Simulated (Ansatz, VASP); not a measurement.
## GaSb: VASP beside Ansatz

POSCAR

```
GaSb
1.0
    0.0000000000      3.0658787993      3.0658787993
    3.0658787993      0.0000000000      3.0658787993
    3.0658787993      3.0658787993      0.0000000000
Ga Sb
1 1
Direct
    0.0000000000      0.0000000000      0.0000000000
    0.2500000000      0.2500000000      0.2500000000
```

INCAR.step1

```
ALGO = Normal
EDIFF = 1E-5
ENCUT = 520
GGA = PE
ISIF = 2
ISMEAR = -1
LASPH = T
LCHARG = F
LREAL = F
LWAVE = T
NBANDS = 16
NELM = 80
PREC = Accurate
SIGMA = 0.02
```

The input INCAR.step2:

```
AEXX = 0.4
ALGO = Normal
EDIFF = 1E-6
ENCUT = 520
GGA = PE
HFSCREEN = 0.5
ISIF = 2
ISMEAR = -1
ISTART = 1
LASPH = T
LCHARG = F
LHFCALC = T
LREAL = F
LWAVE = F
NBANDS = 16
NELM = 80
PREC = Accurate
PRECFOCK = Normal
SIGMA = 0.02
```

KPOINTS

```
k-points
0
Gamma
  4 4 4
```

Input for Ansatz:

```yaml
crystal:
  lattice:
    - [0.0, 3.0658787993, 3.0658787993]
    - [3.0658787993, 0.0, 3.0658787993]
    - [3.0658787993, 3.0658787993, 0.0]
  atoms:
    - { symbol: Ga, position: [0.0, 0.0, 0.0] }
    - { symbol: Sb, position: [0.25, 0.25, 0.25] }
kpoints:
  mp_grid: { grid: [4, 4, 4] }
hamiltonian:
  xc: { exchange: pbe, correlation: pbe, exx: { coeff: 0.4, omega: 0.5 } }
scf:
  occupations: { method: fermi_dirac, width: 0.02 }
  n_extra_bands: 4
output:
  forces: true
  stress: true
  eigenvalues: true
```

Alike in both runs: task single point; functional PBE-based screened hybrid; k mesh 4 × 4 × 4; occupations fermi-dirac, width 0.02 eV; no spin polarisation.

|  | VASP | Ansatz |
| --- | --- | --- |
| version | VASP 6.6.1 | Ansatz 0.2.0 |
| potentials or method | VASP PAW PBE potentials, release 64 (Ga_d, Sb) | plane waves |
| plane-wave cutoff (eV) | 520 | 420 |
| valence electrons in the cell | 18 | 28 |

Ansatz gave:

```
pressure (GPa) : 0.7
```

Question: Which values does VASP return?

Answer: Pressure (GPa): 0.0.

VASP's potentials were made for PBE, not for PBE-based screened hybrid. With one functional, cell and mesh, what is left measures potentials, basis and numerics. VASP's potentials hold 18 valence electrons a cell and Ansatz's 28, so a difference there can come from the potentials and not from the codes. Ansatz's warnings: stress exchange threshold loose, stress scf threshold loose.

The k mesh is coarse, so the values compare programs but aren't converged. Spin-orbit coupling is off throughout.
